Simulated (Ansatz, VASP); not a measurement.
## FeCo in VASP and in Ansatz

Contents of INCAR:

```
  ALGO = Normal
  EDIFF = 1E-6
  ENCUT = 600
  GGA = PE
  GGA_COMPAT = False
  ISIF = 2
  ISMEAR = -1
  ISPIN = 2
  LASPH = True
  LCHARG = False
  LMAXMIX = 4
  LORBIT = 11
  LREAL = False
  LWAVE = False
  MAGMOM = 3.5 -2.5
  NBANDS = 20
  NELM = 200
  PREC = Accurate
  SIGMA = 0.15
```

KPOINTS

```
k-points
0
Gamma
  10 10 10
```

POSCAR

```
FeCo
1.0
    2.8570000000      0.0000000000      0.0000000000
    0.0000000000      2.8570000000      0.0000000000
    0.0000000000      0.0000000000      2.8570000000
Fe Co
1 1
Direct
    0.5000000000      0.5000000000      0.5000000000
    0.0000000000      0.0000000000      0.0000000000
```

Input for Ansatz:

```yaml
crystal:
  lattice:
    - [2.857, 0.0, 0.0]
    - [0.0, 2.857, 0.0]
    - [0.0, 0.0, 2.857]
  atoms:
    - { symbol: Fe, position: [0.5, 0.5, 0.5], spin: 3.5 }
    - { symbol: Co, position: [0.0, 0.0, 0.0], spin: -2.5 }
basis:
  ecutwfc: 550.0
kpoints:
  mp_grid:
    grid: [10, 10, 10]
hamiltonian:
  xc: pbe
magnetization:
  spin_polarized: true
scf:
  convergence:
    dr2_threshold: 1.0e-10
  occupations:
    method: fermi_dirac
    width: 0.15
output:
  eigenvalues: true
```

Alike in both runs: task single point; functional PBE; k mesh 10 × 10 × 10; occupations fermi-dirac, width 0.15 eV; collinear spin.

|  | VASP | Ansatz |
| --- | --- | --- |
| version | VASP 6.6.1 | Ansatz 0.2.0 |
| potentials or method | VASP PAW PBE potentials, release 64 (Fe, Co), cutoff 600 eV | plane waves, PAW |
| valence electrons in the cell | 17 | 33 |

```csv
,VASP,Ansatz,Ansatz less VASP
gap on the k mesh at the Fermi level (eV),none,none,-
net moment per atom (μB),2.24,2.25,+0.010
size of the moment on the site where the two differ most (μB),1.74,1.81,+0.071
```

Site moments also hang on the region over which each program counts them. A gap of «none» marks a metal or a gap that the smearing closes. VASP's potentials hold 17 valence electrons a cell and Ansatz's 33, so a difference there can come from the potentials and not from the codes. Ansatz's warnings: seeded moment not kept.
